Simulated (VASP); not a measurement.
# ReS3 (P6_3/mmc) in VASP: a series of runs

The runs below take ReS3 through single point, relaxation of cell and atoms, with PBE.

All numbers are computed with VASP 6.6.1; they aren't measurements. Logs are shortened: lines on timing, memory, paths and dates and some standing lists are left out, and cuts for length are marked.

## 1. The cell of the first run

Symmetry: P6_3/mmc, No. 194, hexagonal system. The conventional cell has a = 10.154 Å, b = 10.154 Å, c = 2.856 Å, α = 90.00°, β = 90.00°, γ = 120.00°. Within 3.1 Å of Re (site symmetry -6m2) lie 6 S at 2.34 Å and 2 Re at 2.86 Å. Within 3.3 Å of S (site symmetry mm2) lie 2 Re at 2.34 Å and 4 S at 2.86 to 3.22 Å.

The cell was generated, and may not be a known phase.

## 2. Single point, PBE

Contents of INCAR:

```
PREC = Accurate
ENCUT = 520
EDIFF = 1E-6
ISMEAR = 0
SIGMA = 0.1
LREAL = False
LASPH = True
NELM = 80
ALGO = Normal
ISIF = 2
LWAVE = False
LCHARG = False
GGA = PE
NBANDS = 35
```

Contents of KPOINTS:

```
Automatic mesh
0
Gamma
  3 3 6
```

Contents of POSCAR:

```
ReS3
1.0
   10.1535034299      0.0000000000      0.0000000000
   -5.0767517150      8.7931919077      0.0000000000
    0.0000000000      0.0000000000      2.8561523071
Re S
2 6
Direct
    0.3333333333      0.6666666667      0.7500000000
    0.6666666667      0.3333333333      0.2500000000
    0.2277046460      0.4554092921      0.2500000000
    0.2277046460      0.7722953540      0.2500000000
    0.5445907079      0.7722953540      0.2500000000
    0.7722953540      0.5445907079      0.7500000000
    0.7722953540      0.2277046460      0.7500000000
    0.4554092921      0.2277046460      0.7500000000
```

Potentials or basis: VASP PAW PBE potentials, release 64 (Re, S).

The run is started by

```bash
$ cat potpaw_PBE.64/Re/POTCAR potpaw_PBE.64/S/POTCAR > POTCAR
$ mpirun -np 1 vasp_std > vasp.out
```

OUTCAR:

```text
PREC = Accurate
   ENCUT = 520
   EDIFF = 1E-6
   ISMEAR = 0
   LREAL = False
   LASPH = True
   NELM = 80
   ISIF = 2
   GGA = PE

 ion  position               nearest neighbor table
   1  0.333  0.667  0.750-   5 2.34   5 2.34   3 2.34   3 2.34   4 2.34   4 2.34
   2  0.667  0.333  0.250-   8 2.34   8 2.34   6 2.34   6 2.34   7 2.34   7 2.34
   3  0.228  0.455  0.250-   1 2.34   1 2.34
   4  0.228  0.772  0.250-   1 2.34   1 2.34
   5  0.545  0.772  0.250-   1 2.34   1 2.34
   6  0.772  0.545  0.750-   2 2.34   2 2.34
   7  0.772  0.228  0.750-   2 2.34   2 2.34
   8  0.455  0.228  0.750-   2 2.34   2 2.34

  LATTYP: Found a hexagonal cell.
 ALAT       =    10.1535034299
 C/A-ratio  =     0.2812972219

  Lattice vectors:

 A1 = (  10.1535034299,   0.0000000000,   0.0000000000)
 A2 = (  -5.0767517150,   8.7931919077,   0.0000000000)
 A3 = (   0.0000000000,   0.0000000000,   2.8561523071)

Analysis of symmetry for initial positions (statically):
=====================================================================
 Subroutine PRICEL returns:
 Original cell was already a primitive cell.

 Routine SETGRP: Setting up the symmetry group for a
 hexagonal supercell.

 Subroutine GETGRP returns: Found 24 space group operations
 (whereof 12 operations were pure point group operations)
 out of a pool of 24 trial point group operations.

The static configuration has the point symmetry D_3d.
 The point group associated with its full space group is D_6h.

Analysis of symmetry for dynamics (positions and initial velocities):
=====================================================================
 Subroutine PRICEL returns:
 Original cell was already a primitive cell.

 Routine SETGRP: Setting up the symmetry group for a
 hexagonal supercell.

 Subroutine GETGRP returns: Found 24 space group operations
 (whereof 12 operations were pure point group operations)
 out of a pool of 24 trial point group operations.

The dynamic configuration has the point symmetry D_3d.
 The point group associated with its full space group is D_6h.

 Subroutine INISYM returns: Found 24 space group operations
 (whereof 12 operations are pure point group operations),
 and found     1 'primitive' translations

[... 96 lines left out ...]
   NSW    =      0    number of steps for IOM
   IBRION =     -1    ionic relax: 0-MD 1-quasi-New 2-CG
   NFREE  =      0    steps in history (QN), initial steepest desc. (CG)
   ISIF   =      2    stress and relaxation
   ISYM   =      2    0-nonsym 1-usesym 2-fastsym
   POTIM  = 0.5000    time-step for ionic-motion
   TEBEG  =    0.0;   TEEND  =   0.0 temperature during run
   PSTRESS=    0.0 pullay stress
   NELECT =      50.0000    total number of electrons
   NUPDOWN=      -1.0000    fix difference up-down
   EMIN   =  10.00;   EMAX   =-10.00  energy-range for DOS
   EFERMI =   0.00;   METHOD = LEGACY
   ISMEAR =     0;   SIGMA  =   0.10  broadening in eV -4-tet -1-fermi 0-gaus
   EFERMI_NEDOS =   21; number of points for ismear=-14 and -15
   IALGO  =     38    algorithm
   IMIX   =      4    mixing-type and parameters
     AMIX     =   0.40;   BMIX     =  1.00
     AMIX_MAG =   1.60;   BMIX_MAG =  1.00
  volume/ion in A,a.u.               =      31.88       215.10
  Fermi-wavevector in a.u.,A,eV,Ry     =   0.951080  1.797280 12.307184  0.904552
  Thomas-Fermi vector in A             =   2.079516
   LORBIT       =      0    0 simple, 1 ext, 2 COOP (PROOUT), +10 PAW based schemes
   GGA     = PE    functional components
   LHFCALC =     F    Hartree Fock is set to
   AEXX    =    0.0000 exact exchange contribution
   IVDW    =     0    specifies the selected vdW correction
   LEPSILON=     F    determine dielectric tensor
   LRPA    =     F    only Hartree local field effects (RPA)
 non-spin polarized calculation
 Gauss-broadening in eV      SIGMA  =   0.10
  energy-cutoff  :      520.00
  volume of cell :      255.00
 maximum number of plane-waves:      6895
 NGX is ok and might be reduce to    80
   NGX = 37   NGY = 37   NGZ = 11

 number of electron      49.9999995 magnetization

 Free energy of the ion-electron system (eV)
  ---------------------------------------------------
  ext. energy  EPLUGINS =         0.00000000
  ---------------------------------------------------
  free energy    TOTEN  =       -50.52989739 eV

  energy without entropy =      -50.49750773  energy(sigma->0) =      -50.51370256

 E-fermi :   0.8458     XC(G=0):  -7.2946

 val. band max:        0.8445382609   @ k =   0.3333   0.3333   0.1667
 cond. band min:       0.8859758631   @ k =   0.3333   0.0000   0.1667
 fundamental gap:      0.0414376022
 Fermi energy:         0.8458238816

 k-point     1 :       0.0000    0.0000    0.0000
  band No.  band energies     occupation
      1     -13.7819      2.00000
      2     -13.7072      2.00000
      3     -12.3433      2.00000
      4     -12.3433      2.00000
      5     -12.3004      2.00000
      6     -12.3004      2.00000
[... 445 lines left out ...]
     34       5.0703      0.00000
     35       5.9065      0.00000

------------------------ aborting loop because EDIFF is reached ----------------------------------------

  FORCE on cell =-STRESS in cart. coord.  units (eV):
  Direction    XX          YY          ZZ          XY          YZ          ZX
  --------------------------------------------------------------------------------------
  -------------------------------------------------------------------------------------
  Total        0.2677831      0.2677831      0.1080328     -0.0000000     -0.0000000      0.0000000
  in kB        1.6824801      1.6824801      0.6787693     -0.0000000     -0.0000000      0.0000000
  external PRESSURE =       1.3479098 kB  Pullay stress =       0.0000000 kB

 VOLUME and BASIS-vectors are now :
 -----------------------------------------------------------------------------
  energy-cutoff  :      520.00
  volume of cell :      255.00
      direct lattice vectors                 reciprocal lattice vectors
    10.153503430  0.000000000  0.000000000     0.098488173  0.056862173  0.000000000
    -5.076751715  8.793191908  0.000000000     0.000000000  0.113724346  0.000000000
     0.000000000  0.000000000  2.856152307     0.000000000  0.000000000  0.350121384

 POSITION                                       TOTAL-FORCE (eV/Angst)
 -----------------------------------------------------------------------------------
     -0.00000      5.86213      2.14211        -0.000000      0.000000     -0.000000
      5.07675      2.93106      0.71404        -0.000000      0.000000      0.000000
     -0.00000      4.00450      0.71404         0.000000     -0.044891      0.000000
     -1.60875      6.79094      0.71404        -0.038877      0.022445      0.000000
      1.60875      6.79094      0.71404         0.038877      0.022445      0.000000
      5.07675      4.78869      2.14211        -0.000000      0.044891     -0.000000
      6.68550      2.00225      2.14211         0.038877     -0.022445     -0.000000
      3.46800      2.00225      2.14211        -0.038877     -0.022445     -0.000000
 -----------------------------------------------------------------------------------
    total drift:                               -0.000000     -0.000000     -0.000000

  FREE ENERGIE OF THE ION-ELECTRON SYSTEM (eV)
  ---------------------------------------------------
  free  energy   TOTEN  =       -50.5298973901 eV

  energy  without entropy=      -50.4975077300  energy(sigma->0) =      -50.51370256
```

OSZICAR:

```text
N       E                     dE             d eps       ncg     rms          rms(c)
DAV:   1     0.323753010208E+03    0.32375E+03   -0.20048E+04  1408   0.126E+03
DAV:   2    -0.165190166895E+02   -0.34027E+03   -0.32059E+03  1631   0.424E+02
DAV:   3    -0.535103320383E+02   -0.36991E+02   -0.35471E+02  1605   0.118E+02
DAV:   4    -0.551591415185E+02   -0.16488E+01   -0.15538E+01  1512   0.265E+01
DAV:   5    -0.552355293353E+02   -0.76388E-01   -0.72196E-01  1576   0.671E+00    0.553E+01
DAV:   6    -0.534024893621E+02    0.18330E+01   -0.26793E+01  1536   0.907E+01    0.203E+01
DAV:   7    -0.513685173539E+02    0.20340E+01   -0.15893E+01  1584   0.879E+01    0.216E+01
DAV:   8    -0.507330995380E+02    0.63542E+00   -0.17684E+00  1520   0.157E+01    0.620E+00
DAV:   9    -0.505336318285E+02    0.19947E+00   -0.42969E-01  1560   0.128E+01    0.111E+00
DAV:  10    -0.505311547926E+02    0.24770E-02   -0.69657E-02  1440   0.169E+00    0.545E-01
DAV:  11    -0.505303715054E+02    0.78329E-03   -0.20768E-03  1608   0.646E-01    0.337E-01
DAV:  12    -0.505299323947E+02    0.43911E-03   -0.67048E-04  1496   0.196E-01    0.103E-01
DAV:  13    -0.505299027475E+02    0.29647E-04   -0.26080E-04  1333   0.106E-01    0.717E-02
DAV:  14    -0.505299153089E+02   -0.12561E-04   -0.12948E-04  1440   0.892E-02    0.273E-02
DAV:  15    -0.505299060395E+02    0.92694E-05   -0.10657E-05  1152   0.260E-02    0.670E-03
DAV:  16    -0.505298999800E+02    0.60595E-05   -0.15977E-06   864   0.195E-02    0.366E-03
DAV:  17    -0.505298981011E+02    0.18789E-05   -0.15172E-06   848   0.159E-02    0.242E-03
DAV:  18    -0.505298973901E+02    0.71093E-06   -0.66356E-07   810   0.139E-02
   1 F= -.50529897E+02 E0= -.50513703E+02  d E =-.323897E-01
```

Wall time 2.3 min (1 thread of Intel Xeon Platinum 8488C (Sapphire Rapids), shared host); peak memory 0.43 GiB.

What came out:

* Free energy: -50.5299 eV
* Pressure: 0.1 GPa
* Largest force: 0.045 eV/Å
* Band gap on the k mesh: zero (bands 25 and 26 overlap by 1.16 eV)

Forces in eV/Å, atoms in the order of the input:
```
Re   0.000  0.000  0.000
Re   0.000  0.000  0.000
S    0.000 -0.045  0.000
S   -0.039  0.022  0.000
S    0.039  0.022  0.000
S    0.000  0.045  0.000
S    0.039 -0.022  0.000
S   -0.039 -0.022  0.000
```

Stress tensor (GPa, compression positive):
```
0.17 0.00 0.00
0.00 0.17 0.00
0.00 0.00 0.07
```

Levels at points of the mesh, in eV from the Fermi level:
```
           k point  band 21  band 22  band 23  band 24  band 25  band 26  band 27  band 28
(0.00, 0.00, 0.00)    -2.41    -2.16    -2.04    -1.19     0.84     0.89     1.28     1.28
(0.00, 0.00, 0.50)    -1.14    -1.14    -0.27    -0.27    -0.27    -0.27    -0.26    -0.26
```

Caveat: the k points lie up to 0.37 Å⁻¹ apart, too coarse for converged energies and pressures of a metal; spin-orbit coupling is left out, which moves the levels of the heavy elements; this functional lacks dispersion, which binds layers or chains, so the pressure and a relaxed spacing across them are unreliable.

## 3. Relaxation of cell and atoms, PBE

This run uses another cell than the first one, of 31.68 Å³/atom.

Contents of INCAR:

```
ALGO     = Normal         # electronic algorithm
EDIFF    = 1E-6           # SCF threshold, eV
EDIFFG   = -0.04          # ionic threshold
ENCUT    = 600            # plane-wave cutoff, eV
GGA      = PE             # functional
IBRION   = 2              # ionic algorithm
ISIF     = 3              # what is computed and relaxed
ISMEAR   = 0              # smearing method
LASPH    = T              # aspherical terms in the spheres
LCHARG   = F              # write CHGCAR
LREAL    = F              # projectors in reciprocal space
LWAVE    = F              # write WAVECAR
NELM     = 60             # most SCF steps
NSW      = 90             # ionic steps
PREC     = Accurate       # precision mode
SIGMA    = 0.1            # smearing width, eV
```

Contents of KPOINTS:

```
k-points
0
Gamma
  3 3 6
```

Contents of POSCAR:

```
ReS3
1.0
   10.1292335491      0.0000000000      0.0000000000
   -5.0646167746      8.7721735744      0.0000000000
    0.0000000000      0.0000000000      2.8521140418
Re S
2 6
Direct
    0.3333333333      0.6666666667      0.7500000000
    0.6666666667      0.3333333333      0.2500000000
    0.2275989899      0.4551979799      0.2500000000
    0.2275989899      0.7724010101      0.2500000000
    0.5448020201      0.7724010101      0.2500000000
    0.7724010101      0.5448020201      0.7500000000
    0.7724010101      0.2275989899      0.7500000000
    0.4551979799      0.2275989899      0.7500000000
```

Potentials or basis: VASP PAW PBE potentials, release 64 (Re, S).

The run is started by

```bash
$ cat potpaw_PBE.64/Re/POTCAR potpaw_PBE.64/S/POTCAR > POTCAR
$ mpirun -np 1 vasp_std > vasp.out
```

It took 4.2 min on 1 thread of Intel Xeon Platinum 8488C (Sapphire Rapids), shared host; peak memory 0.49 GiB.

Results (log left out):

| Quantity | Value |
| --- | --- |
| Free energy | -50.5335 eV |
| Relaxed volume | 31.82 Å³/atom |
| Relaxed cell | a = 10.144 Å, b = 10.144 Å, c = 2.857 Å, α = 90.00°, β = 90.00°, γ = 120.00° |
| Space group after relaxing (to 0.1 Å) | P6_3/mmc (No. 194) |
| Energy gained by relaxing | 0.3 meV/atom |
| Ionic steps | 3 |
| Pressure after relaxing | 0.0 GPa |
| Band gap on the k mesh | zero (bands 25 and 26 overlap by 1.16 eV) |

Stress tensor (GPa, compression positive):
```
 0.04  0.00  0.00
 0.00  0.04  0.00
 0.00  0.00 -0.05
```

Step by step:
```tsv
step	energy change (eV)	largest force (eV/Å)	pressure (GPa)	volume (Å³)
1	0.0000	0.1212	0.49	253.43
2	0.0082	0.2525	-0.98	257.02
3	-0.0025	0.0018	0.01	254.58
```

Final structure:
```cif
data_structure
_symmetry_space_group_name_H-M 'P 1'
_symmetry_Int_Tables_number 1
_cell_length_a 10.1439
_cell_length_b 10.1439
_cell_length_c 2.8569
_cell_angle_alpha 90.000
_cell_angle_beta 90.000
_cell_angle_gamma 120.000
_cell_volume 254.58
loop_
_atom_site_label
_atom_site_type_symbol
_atom_site_fract_x
_atom_site_fract_y
_atom_site_fract_z
_atom_site_occupancy
Re1 Re 0.33333 0.66667 0.75000 1
Re2 Re 0.66667 0.33333 0.25000 1
S1 S 0.22749 0.45498 0.25000 1
S2 S 0.22749 0.77251 0.25000 1
S3 S 0.54502 0.77251 0.25000 1
S4 S 0.77251 0.54502 0.75000 1
S5 S 0.77251 0.22749 0.75000 1
S6 S 0.45498 0.22749 0.75000 1
```

Levels at points of the mesh, in eV from the Fermi level:
```
           k point  band 21  band 22  band 23  band 24  band 25  band 26  band 27  band 28
(0.00, 0.00, 0.00)    -2.41    -2.16    -2.05    -1.19     0.84     0.89     1.27     1.27
(0.00, 0.00, 0.50)    -1.14    -1.14    -0.27    -0.27    -0.27    -0.27    -0.26    -0.26
```

Caveat: the k points lie up to 0.37 Å⁻¹ apart in the final cell, too coarse for converged energies and pressures of a metal; spin-orbit coupling is left out, which moves the levels of the heavy elements; this functional lacks dispersion, which binds layers or chains, so the pressure and a relaxed spacing across them are unreliable.

(Continued in part 2 of 3.)

The gap in the log of VASP goes by the Fermi energy; the results here count the filled bands.